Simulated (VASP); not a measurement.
# Ga3Sn3Au10 (P1) in VASP: a series of runs, part 2 of 2

VASP 6.6.1.

## Step 3: Single point, PBEsol

This run uses another cell than the first one, of 18.98 Å³/atom.

Contents of INCAR:

```
SYSTEM = Ga3Sn3Au10
PREC = Accurate
ENCUT = 520
EDIFF = 1E-6
ISMEAR = 0
SIGMA = 0.1
LREAL = Auto
LASPH = .True.
NELM = 100
ALGO = Fast
ISIF = 2
LWAVE = .False.
LCHARG = .False.
GGA = PS
ISYM = 0
NBANDS = 110
```

Contents of KPOINTS:

```
Automatic mesh
0
Gamma
  2 2 2
  0.5 0.5 0.5
```

Contents of POSCAR:

```
Ga3Sn3Au10
1.0
    6.7750422357      0.2504170134     -0.1635953230
    0.2504170134      6.7842958900      0.0540649019
   -0.1635953230      0.0540649019      6.6187350765
Ga Sn Au
3 3 10
Direct
    0.2880657773      0.2611465310      0.2338207515
    0.5899300680      0.5508419545     -0.0605632087
    0.2101622897      0.2878992726      0.7837063074
    0.5665601251      1.0361055297      0.5442061400
    0.2701009343      0.7948368940      0.2563808728
    0.2328093808      0.7735529917      0.7509654601
    0.8619352129     -0.0708354466      0.0451238169
    0.4612070254      0.0324386822     -0.0392887112
    1.0521182605      0.5342358699      0.0389432981
    0.9815444635      1.0123552107      0.4555447140
    0.6901755668      0.2738701269      0.2080688606
    0.0102911673      0.4226555068      0.4421199663
    0.4602989724      0.4556119445      0.5666949417
    0.6732809404      0.6808159124      0.3009206947
    0.8284075099      0.2665987940      0.7813495591
    0.8299979806      0.7071338240      0.6973858161
```

Potentials or basis: VASP PAW PBE potentials, release 64 (Ga_d, Sn_d, Au).

On the command line:

```console
$ cat potpaw_PBE.64/Ga_d/POTCAR potpaw_PBE.64/Sn_d/POTCAR potpaw_PBE.64/Au/POTCAR > POTCAR
$ mpirun -np 1 vasp_std > vasp.out
```

OUTCAR:

```text
SYSTEM = Ga3Sn3Au10
   PREC = Accurate
   ENCUT = 520
   EDIFF = 1E-6
   ISMEAR = 0
   LREAL = Auto
   LASPH = .True.
   NELM = 100
   ISIF = 2
   GGA = PS
   ISYM = 0

 ion  position               nearest neighbor table
   1  0.288  0.261  0.234-  12 2.58   9 2.64   8 2.66  11 2.75  13 2.83   4 3.04  10 3.17   5 3.18

   2  0.590  0.551  0.939-  11 2.60  16 2.61  14 2.61  15 2.68  13 2.68   6 2.97   9 3.16
   3  0.210  0.288  0.784-   8 2.57  13 2.59  15 2.60   9 2.61  12 2.69   6 3.32   4 3.34
   4  0.567  0.036  0.544-  15 2.88   8 2.88  13 2.89  16 2.89  10 2.90  11 2.92  14 2.99   1 3.04
                             5 3.25   6 3.32   3 3.34
   5  0.270  0.795  0.256-  10 2.76   9 2.76  14 2.79   8 2.93   7 3.11   1 3.18  13 3.22   4 3.25
                             6 3.30   6 3.35  12 3.43
   6  0.233  0.774  0.751-   8 2.77  16 2.81   9 2.86  13 2.88  10 2.92   2 2.97   5 3.30   4 3.32
                             3 3.32   5 3.35   7 3.37  12 3.54
   7  0.862  0.929  0.045-  16 2.78   8 2.78  14 2.79  11 2.79  15 2.85  10 2.87   9 2.89   5 3.11
                             6 3.37
   8  0.461  0.032  0.961-   3 2.57   1 2.66   6 2.77   7 2.78  11 2.83   4 2.88   5 2.93  15 3.31
                            14 3.44
   9  0.052  0.534  0.039-   3 2.61   1 2.64   5 2.76  12 2.80  16 2.84   6 2.86   7 2.89  15 2.96
                             2 3.16  14 3.27  11 3.35
  10  0.982  0.012  0.456-   5 2.76  12 2.81   7 2.87  16 2.88   4 2.90   6 2.92  15 2.96  11 2.97
                             1 3.17  14 3.32
  11  0.690  0.274  0.208-   2 2.60   1 2.75   7 2.79   8 2.83  14 2.83  12 2.86   4 2.92  10 2.97
                            15 3.02  13 3.12   9 3.35
  12  0.010  0.423  0.442-   1 2.58   3 2.69   9 2.80  10 2.81  16 2.83  15 2.84  11 2.86  14 2.88
                            13 3.15   5 3.43   6 3.54
  13  0.460  0.456  0.567-   3 2.59   2 2.68  14 2.83   1 2.83   6 2.88   4 2.89  15 3.00  11 3.12
                            12 3.15   5 3.22  16 3.23
  14  0.673  0.681  0.301-   2 2.61   5 2.79   7 2.79  16 2.80  13 2.83  11 2.83  12 2.88   4 2.99
                             9 3.27  10 3.32   8 3.44
  15  0.828  0.267  0.781-   3 2.60   2 2.68  12 2.84   7 2.85   4 2.88   9 2.96  10 2.96  13 3.00
                            11 3.02  16 3.03   8 3.31
  16  0.830  0.707  0.697-   2 2.61   7 2.78  14 2.80   6 2.81  12 2.83   9 2.84  10 2.88   4 2.89
                            15 3.03  13 3.23

IMPORTANT INFORMATION: All symmetrisations will be switched off!
NOSYMM: (Re-)initialisation of all symmetry stuff for point group C_1.

----------------------------------------------------------------------------------------

                                     Primitive cell

  volume of cell :     303.6020

  direct lattice vectors                    reciprocal lattice vectors
     6.775042236  0.250417013 -0.163595323     0.147892767 -0.005488399  0.003700298
     0.250417013  6.784295890  0.054064902    -0.005488399  0.147612505 -0.001341424
    -0.163595323  0.054064902  6.618735077     0.003700298 -0.001341424  0.151188688

  length of vectors
     6.781642088  6.789131198  6.620977304     0.148040823  0.147720593  0.151239913

  position of ions in fractional coordinates (direct lattice)
     0.288065777  0.261146531  0.233820751
     0.589930068  0.550841955  0.939436791
     0.210162290  0.287899273  0.783706307
     0.566560125  0.036105530  0.544206140
     0.270100934  0.794836894  0.256380873
     0.232809381  0.773552992  0.750965460
[... 8 lines left out ...]
     0.828407510  0.266598794  0.781349559
     0.829997981  0.707133824  0.697385816

  ion indices of the primitive-cell ions
   primitive index   ion index
                 1           1
                 2           2
                 3           3
                 4           4
                 5           5
[... 49 lines left out ...]
   ions per type =               3   3  10
   NGX,Y,Z   is equivalent  to a cutoff of  12.26, 12.24, 12.55 a.u.
   NGXF,Y,Z  is equivalent  to a cutoff of  24.51, 24.49, 25.11 a.u.
 SYSTEM =  Ga3Sn3Au10
   PREC   = accura    normal or accurate (medium, high low for compatibility)
   ISTART =      0    job   : 0-new  1-cont  2-samecut
   ICHARG =      2    charge: 1-file 2-atom 10-const
   ISPIN  =      1    spin polarized calculation?
   LNONCOLLINEAR =      F non collinear calculations
   LSORBIT =      F    spin-orbit coupling
   LASPH  =      T    aspherical Exc in radial PAW
   ENCUT  =  520.0 eV  38.22 Ry    6.18 a.u.  12.61 12.62 12.31*2*pi/ulx,y,z
   NELM   =    100;   NELMIN=  2; NELMDL= -5     # of ELM steps
   EDIFF  = 0.1E-05   stopping-criterion for ELM
   LREAL  =      T    real-space projection
   EDIFFG = 0.1E-04   stopping-criterion for IOM
   NSW    =      0    number of steps for IOM
   IBRION =     -1    ionic relax: 0-MD 1-quasi-New 2-CG
   NFREE  =      0    steps in history (QN), initial steepest desc. (CG)
   ISIF   =      2    stress and relaxation
   ISYM   =      0    0-nonsym 1-usesym 2-fastsym
   POTIM  = 0.5000    time-step for ionic-motion
   TEBEG  =    0.0;   TEEND  =   0.0 temperature during run
   PSTRESS=    0.0 pullay stress
   NELECT =     191.0000    total number of electrons
   NUPDOWN=      -1.0000    fix difference up-down
   EMIN   =  10.00;   EMAX   =-10.00  energy-range for DOS
   EFERMI =   0.00;   METHOD = LEGACY
   ISMEAR =     0;   SIGMA  =   0.10  broadening in eV -4-tet -1-fermi 0-gaus
   EFERMI_NEDOS =   21; number of points for ismear=-14 and -15
   IALGO  =     68    algorithm
   IMIX   =      4    mixing-type and parameters
     AMIX     =   0.40;   BMIX     =  1.00
     AMIX_MAG =   1.60;   BMIX_MAG =  1.00
  volume/ion in A,a.u.               =      18.98       128.05
  Fermi-wavevector in a.u.,A,eV,Ry     =   1.402763  2.650838 26.772799  1.967745
  Thomas-Fermi vector in A             =   2.525493
   LORBIT       =      0    0 simple, 1 ext, 2 COOP (PROOUT), +10 PAW based schemes
   GGA     = PS    functional components
   LHFCALC =     F    Hartree Fock is set to
   AEXX    =    0.0000 exact exchange contribution
   IVDW    =     0    specifies the selected vdW correction
   LEPSILON=     F    determine dielectric tensor
   LRPA    =     F    only Hartree local field effects (RPA)
 non-spin polarized calculation
 RMM-DIIS sequential band-by-band and
 Gauss-broadening in eV      SIGMA  =   0.10
  energy-cutoff  :      520.00
  volume of cell :      303.60
 maximum number of plane-waves:      8190
 NGX is ok and might be reduce to    50
   NGX = 25   NGY = 25   NGZ = 25

 number of electron     191.0000029 magnetization

 Free energy of the ion-electron system (eV)
  ---------------------------------------------------
  ext. energy  EPLUGINS =         0.00000000
  ---------------------------------------------------
  free energy    TOTEN  =       -64.00899749 eV

  energy without entropy =      -64.00880885  energy(sigma->0) =      -64.00890317

 E-fermi :   8.4087     XC(G=0): -12.0018

 val. band max:        8.1720996006   @ k =  -0.2500   0.2500   0.2500
 cond. band min:       8.6337829387   @ k =   0.2500   0.2500   0.2500
 fundamental gap:      0.4616833381
 Fermi energy:         8.4087060602

 k-point     1 :       0.2500    0.2500    0.2500
  band No.  band energies     occupation
      1     -13.0706      2.00000
      2     -13.0640      2.00000
      3     -13.0399      2.00000
      4     -13.0232      2.00000
      5     -13.0138      2.00000
      6     -12.9797      2.00000
[... 429 lines left out ...]
    106      11.8337      0.00000
    107      12.0583      0.00000
 [bands above 107 left out]

------------------------ aborting loop because EDIFF is reached ----------------------------------------

  FORCE on cell =-STRESS in cart. coord.  units (eV):
  Direction    XX          YY          ZZ          XY          YZ          ZX
  --------------------------------------------------------------------------------------
  -------------------------------------------------------------------------------------
  Total       -0.1561457     -0.2066504     -0.3072284      0.0566919      0.0047633     -0.0132035
  in kB       -0.8240166     -1.0905418     -1.6213151      0.2991761      0.0251369     -0.0696777
  external PRESSURE =      -1.1786245 kB  Pullay stress =       0.0000000 kB

 VOLUME and BASIS-vectors are now :
 -----------------------------------------------------------------------------
  energy-cutoff  :      520.00
  volume of cell :      303.60
      direct lattice vectors                 reciprocal lattice vectors
     6.775042236  0.250417013 -0.163595323     0.147892767 -0.005488399  0.003700298
     0.250417013  6.784295890  0.054064902    -0.005488399  0.147612505 -0.001341424
    -0.163595323  0.054064902  6.618735077     0.003700298 -0.001341424  0.151188688

 POSITION                                       TOTAL-FORCE (eV/Angst)
 -----------------------------------------------------------------------------------
      1.97880      1.85647      1.51459         0.025381     -0.005075      0.032176
      3.98105      3.93559      6.15115         0.013394     -0.010103      0.007573
      1.36774      2.04819      5.16833        -0.013219     -0.000278     -0.016642
      3.75848      0.41625      3.51122         0.007910      0.037867      0.001249
      1.98704      5.47391      1.69570        -0.012414      0.002665      0.001538
      1.64815      5.34691      4.97418        -0.013008      0.007660     -0.038731
[... 8 lines left out ...]
      5.55143      2.05838      5.05044        -0.006688     -0.015920      0.003943
      5.68626      5.04295      4.51826        -0.008341      0.012451      0.006843
 -----------------------------------------------------------------------------------
    total drift:                                0.002867      0.004634     -0.003924

  FREE ENERGIE OF THE ION-ELECTRON SYSTEM (eV)
  ---------------------------------------------------
  free  energy   TOTEN  =       -64.0089974893 eV

  energy  without entropy=      -64.0088088548  energy(sigma->0) =      -64.00890317
```

Run time: 2.1 min. Hardware: 1 thread of AMD EPYC 9R45 (Zen 5), shared host; peak memory 0.37 GiB.

What came out:

| Item | Value |
| --- | --- |
| Free energy | -64.0090 eV |
| Pressure | -0.1 GPa |
| Largest force | 0.042 eV/Å |
| Band gap on the k mesh | zero (an odd number of electrons rules out a gap without spin polarisation) |

Forces on the atoms (eV/Å):
```
Ga   0.025 -0.005  0.032
Ga   0.013 -0.010  0.008
Ga  -0.013  0.000 -0.017
Sn   0.008  0.038  0.001
Sn  -0.012  0.003  0.002
Sn  -0.013  0.008 -0.039
Au  -0.002 -0.021  0.004
Au   0.011  0.013  0.005
Au  -0.011 -0.012  0.013
Au  -0.005  0.015  0.006
Au   0.004 -0.001 -0.011
Au  -0.011 -0.001 -0.002
Au   0.001 -0.014 -0.012
Au   0.021 -0.007 -0.001
Au  -0.007 -0.016  0.004
Au  -0.008  0.012  0.007
```

Levels at points of the mesh, in eV from the Fermi level:
```csv
k point,band 92,band 93,band 94,band 95,band 96,band 97,band 98,band 99
"(0.25, 0.25, 0.25)",-1.27,-0.91,-0.73,-0.33,0.23,0.66,1.11,1.46
```

Caveat: the k points lie up to 0.48 Å⁻¹ apart, too coarse for converged energies and pressures of a metal; the PAW data sets were made with another functional, which shifts forces and pressure a little; spin-orbit coupling is left out, which moves the levels of the heavy elements.

## Step 4: Single point, PBEsol

This run uses another cell than the first one, of 19.21 Å³/atom.

Contents of INCAR:

```
SYSTEM = Ga3Sn3Au10
ALGO = Fast
EDIFF = 1E-6
ENCUT = 520
GGA = PS
ISIF = 2
ISMEAR = 0
ISYM = 0
LASPH = .True.
LCHARG = .False.
LREAL = Auto
LWAVE = .False.
NBANDS = 110
NELM = 60
PREC = Accurate
SIGMA = 0.1
```

KPOINTS is that of step 3.

Contents of POSCAR:

```
Ga3Sn3Au10
1.0
    6.5578217618      0.1933316231      0.0741196247
    0.1933316231      6.6679727249      0.0409035127
    0.0741196247      0.0409035127      7.0376530039
Ga Sn Au
3 3 10
Direct
    0.3877701676      1.0952113487      0.9032648216
   -0.2713419678      0.3578224168      0.1323584908
    0.0815559478     -0.0352625345      0.4126078402
    0.2071042589      0.4363655693      0.2146576585
    0.8729440509      0.2475043399      0.7012780176
    0.7587926137      0.8158760786      0.8274179402
    0.0234274956      1.0953375886      0.0696629784
    0.5091784079      0.4562035070      0.8514054967
    0.4088361561      0.8345165338      0.6012064346
    0.6744402871      0.0755984010      0.3909706059
    0.0267918236      0.6102072690      0.5648720588
    0.4226799223      0.8403291083      0.1894199593
    0.2869800815      0.2465402769      0.5639212805
    0.5997784147      0.4937304014      0.4538615891
    0.8468472419      0.7150106787      0.2109149174
    0.1686778578      0.7165002215      0.9136778335
```

On the command line:

```console
$ cat potpaw_PBE.64/Ga_d/POTCAR potpaw_PBE.64/Sn_d/POTCAR potpaw_PBE.64/Au/POTCAR > POTCAR
$ mpirun -np 1 vasp_std > vasp.out
```

Run time: 2.2 min. Hardware: 1 thread of AMD EPYC 9R45 (Zen 5), shared host; peak memory 0.37 GiB.

Results (log left out):

| Property | Result |
| --- | --- |
| Free energy | -64.4036 eV |
| Pressure | -0.1 GPa |
| Largest force | 0.038 eV/Å |
| Band gap on the k mesh | zero (an odd number of electrons rules out a gap without spin polarisation) |

Forces on the atoms (eV/Å):
```
Ga   0.015  0.008  0.003
Ga   0.004 -0.004 -0.006
Ga  -0.014 -0.004 -0.003
Sn  -0.011  0.022 -0.029
Sn  -0.021 -0.002 -0.003
Sn  -0.005  0.005  0.012
Au  -0.010 -0.002 -0.001
Au   0.001 -0.005 -0.004
Au   0.006 -0.011 -0.010
Au  -0.002 -0.012  0.015
Au   0.000  0.011 -0.004
Au   0.007  0.006  0.015
Au   0.019  0.001  0.005
Au  -0.004  0.002 -0.002
Au   0.017 -0.008  0.008
Au  -0.003 -0.006  0.004
```

Levels at points of the mesh, in eV from the Fermi level:
```
           k point  band 91  band 92  band 93  band 94  band 95  band 96  band 97  band 98  band 99  band 100
(0.25, 0.25, 0.25)    -1.82    -1.25    -0.89    -0.42    -0.11     0.35     0.79     1.10     1.30      1.78
```

Caveat: the k points lie up to 0.48 Å⁻¹ apart, too coarse for converged energies and pressures of a metal; the PAW data sets were made with another functional, which shifts forces and pressure a little; spin-orbit coupling is left out, which moves the levels of the heavy elements.

## Step 5: Single point, PBEsol

This run uses another cell than the first one, of 19.13 Å³/atom.

Contents of INCAR:

```
ALGO = Fast ; EDIFF = 1E-6
ENCUT = 520 ; GGA = PS
ISIF = 2 ; ISMEAR = 0
ISYM = 0 ; LASPH = T
LCHARG = T ; LELF = T
LREAL = Auto ; LVHAR = T
LWAVE = F ; NBANDS = 110
NELM = 60 ; PREC = Accurate
SIGMA = 0.1
```

Contents of KPOINTS:

```
k-points
0
Gamma
  3 3 3
```

Contents of POSCAR:

```
Ga3Sn3Au10
1.0
    6.7742086834     -0.3487224530     -0.0623347068
   -0.3415216198      6.7228544348      0.8701534235
   -0.0531676157      0.8510320130      6.8480690219
Ga Sn Au
3 3 10
Direct
    0.5372861899      0.4758550730      0.8680231825
    0.1510518679      0.4929842603      0.6413429749
    0.8045890291      0.7523098853      0.4216681914
    0.9839456332      0.0000360441      0.9589817133
    0.2298298011      0.2904009695      0.1809342222
    0.7073046182      0.2487508377      0.2721628919
    0.5750701899      0.9230482577      0.1024633220
    0.9136682864      0.5213735128      0.9489563987
    0.0227846052      0.0555393092      0.5282336564
    0.3695915118      0.9219186616      0.4404000839
    0.1099467672      0.6673193446      0.2567495740
    0.3751528677      0.1767055357      0.7362859147
    0.4766919225      0.5270769627      0.4024693702
    0.7857234038      0.3282225446      0.6445317157
    0.2811405671      0.7505268863      0.8617736308
    0.6750596906      0.8606184397      0.7336465258
```

On the command line:

```console
$ cat potpaw_PBE.64/Ga_d/POTCAR potpaw_PBE.64/Sn_d/POTCAR potpaw_PBE.64/Au/POTCAR > POTCAR
$ mpirun -np 1 vasp_std > vasp.out
```

Wall time 7.3 min (1 thread of AMD EPYC 9R45 (Zen 5), shared host); peak memory 0.51 GiB.

Results (log left out):

```
Free energy            : -63.8506 eV
Pressure               : -0.1 GPa
Largest force          : 0.033 eV/Å
Band gap on the k mesh : zero (an odd number of electrons rules out a gap without spin polarisation)
```

Forces on the atoms (eV/Å):
```
Ga   0.006  0.007  0.030
Ga  -0.017  0.007 -0.001
Ga   0.007 -0.012 -0.021
Sn  -0.002 -0.003  0.033
Sn  -0.014 -0.005 -0.024
Sn   0.010  0.006 -0.020
Au  -0.015 -0.001  0.015
Au  -0.002  0.002 -0.003
Au   0.016 -0.011  0.007
Au   0.001 -0.009 -0.015
Au   0.001  0.012  0.012
Au  -0.018 -0.020 -0.004
Au   0.004  0.000 -0.020
Au   0.017  0.014  0.013
Au   0.015 -0.012  0.007
Au  -0.009  0.024 -0.007
```

Stress tensor (GPa, compression positive):
```
-0.14  0.07 -0.07
 0.07 -0.13 -0.10
-0.07 -0.10 -0.11
```

Levels at points of the mesh, in eV from the Fermi level:
| k point | band 92 | band 93 | band 94 | band 95 | band 96 | band 97 | band 98 | band 99 | band 100 | band 101 |
| --- | --- | --- | --- | --- | --- | --- | --- | --- | --- | --- |
| (0.00, 0.00, 0.00) | -1.45 | -1.35 | -1.13 | -0.47 | -0.32 | -0.19 | 0.38 | 0.52 | 1.05 | 1.52 |

Caveat: the PAW data sets were made with another functional, which shifts forces and pressure a little; spin-orbit coupling is left out, which moves the levels of the heavy elements.

## Step 6: Summary

| cell | k mesh | gap on the mesh (eV) | pressure (GPa) | largest force (eV/Å) |
| --- | --- | --- | --- | --- |
| a = 6.911, b = 6.799, c = 6.761 Å, angles 75.0, 91.7, 97.0°, 16 atoms, atomic positions A | 2 × 2 × 2, shifted | none | -0.2 | 0.03 |
| a = 6.782, b = 6.789, c = 6.621 Å, angles 89.1, 92.8, 85.8°, 16 atoms, atomic positions B | 2 × 2 × 2, shifted | none | -0.1 | 0.04 |
| a = 6.561, b = 6.671, c = 7.038 Å, angles 89.3, 88.7, 86.6°, 16 atoms, atomic positions C | 2 × 2 × 2, shifted | none | -0.1 | 0.04 |
| a = 6.783, b = 6.788, c = 6.901 Å, angles 75.5, 91.3, 95.9°, 16 atoms, atomic positions D | 3 × 3 × 3 | none | -0.1 | 0.03 |

Alike in all rows: task single point; level PBEsol; potentials or basis VASP PAW PBE potentials, release 64 (Ga_d, Sn_d, Au); no spin polarisation; cutoff (eV) 520; smearing gaussian 0.1 eV.

Caveats: some runs use coarse meshes; the PAW data sets were made with another functional, which shifts forces and pressure a little; spin-orbit coupling is left out, which moves the levels of the heavy elements.

Total energies depend on the potentials used, so only differences within one code and one set of settings carry meaning.

The gap in the log of VASP goes by the Fermi energy; the results here count the filled bands.